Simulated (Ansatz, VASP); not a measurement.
# Two plane-wave programs on C

```
CELL_PARAMETERS angstrom
-1.20775 1.20775 1.18407
1.20775 -1.20775 1.18407
1.16039 1.16039 -1.18407
ATOMIC_POSITIONS crystal
C 0.00000 0.00000 0.00000
```

Change from the starting cell: xy shear strain of -4 %, PAW files.

Alike in both runs: task electric field gradients; functional PBE; k mesh 16 × 16 × 16; occupations fermi-dirac, width 0.03 eV; no spin polarisation.

|  | VASP | Ansatz |
| --- | --- | --- |
| version | VASP 6.6.1 | Ansatz 0.2.0 |
| potentials or method | VASP PAW PBE potentials, release 64 (C) | PAW with Ansatz's default frozen-core files, scalar-relativistic |
| plane-wave cutoff (eV) | 520 | 420 |
| valence electrons in the cell | 4 | 4 |

|  | VASP | Ansatz | Ansatz less VASP |
| --- | --- | --- | --- |
| pressure (GPa) | 1.0 | 0.9 | -0.14 |
| traceless stress, the component that is largest in VASP (GPa) | -7.57 | -7.60 | -0.027 |
| size of Vzz on the site where it differs most (V/Å²) | 0.3 | 0.2 | -0.16 |
